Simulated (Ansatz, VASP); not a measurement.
# Sb in VASP and in Ansatz

```
CELL_PARAMETERS angstrom
0.00000 3.27107 3.27107
3.27107 0.00000 3.27107
3.27107 3.27107 0.00000
ATOMIC_POSITIONS crystal
Sb 0.91250 0.86250 0.86250
Sb 0.08750 0.13750 0.13750
```

Change from the starting cell: shortest bond scaled by 1.1, LAPW.

Alike in both runs: task single point; functional PBE; k mesh 8 × 8 × 8; occupations fermi-dirac, width 0.05 eV; no spin polarisation.

|  | VASP | Ansatz |
| --- | --- | --- |
| version | VASP 6.6.1 | Ansatz 0.2.0 |
| potentials or method | VASP PAW PBE potentials, release 64 (Sb), cutoff 520 eV | all-electron LAPW, scalar-relativistic |

```csv
,VASP,Ansatz,Ansatz less VASP
pressure (GPa),10.1,10.0,-0.16
"traceless stress, the component that is largest in VASP (GPa)",4.32,4.24,-0.073
rms of the force components (eV/Å),0.565,0.557,-0.0076
```

Atom by atom the forces differ by 0.008 eV/Å (rms over components). Ansatz ran all-electron here, and VASP with PAW potentials.

Spin-orbit coupling is off throughout.
